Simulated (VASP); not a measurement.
Write the native input for VASP 6.6.1 that does the following.

```
Task                   : single point
Functional             : PBE
Potentials or basis    : VASP PAW PBE potentials, release 64 (Ti_sv)
Cutoff                 : 520 eV
k mesh                 : 7 × 7 × 9
Occupations            : gaussian, width 0.023 eV
Spin                   : no spin polarisation
Dipole correction      : no
Further INCAR settings : ALGO = Normal; EDIFF = 1e-06; NBANDS = 25
```

The structure of Ti lies in POSCAR:

```
Ti
1.0
    4.5673748306      0.0000000000      0.0000000000
   -2.2836874153      3.9554626319      0.0000000000
    0.0000000000      0.0000000000      2.8262442700
Ti
3
Direct
    0.6666666667      0.3333333333      0.5000000000
    0.3333333333      0.6666666667      0.5000000000
    0.0000000000      0.0000000000      0.0000000000
```

This isn't the form of Ti at room conditions, which is hcp.

The input as run:

INCAR

```
SYSTEM = Ti
PREC = Accurate
ENCUT = 520
EDIFF = 1E-6
ISMEAR = 0
SIGMA = 0.023
LREAL = .False.
LASPH = .True.
NELM = 100
ALGO = Normal
ISIF = 2
LWAVE = .False.
LCHARG = .True.
GGA = PE
LELF = .True.
LVHAR = .True.
NBANDS = 25
```

KPOINTS

```
Automatic mesh
0
Gamma
  7 7 9
  0 0 0
```

Potentials or basis: VASP PAW PBE potentials, release 64 (Ti_sv).

Run with:

```sh
$ cat potpaw_PBE.64/Ti_sv/POTCAR > POTCAR
$ mpirun -np 1 vasp_std > vasp.out
```

Results of the run:

| Item | Value |
| --- | --- |
| Pressure | 0.6 GPa |
| Band gap on the k mesh | zero (bands 18 and 19 overlap by 0.27 eV) |

Run time: 70 s on 1 thread of Intel Xeon 8259CL, with other jobs on the host, peak memory 0.19 GiB.
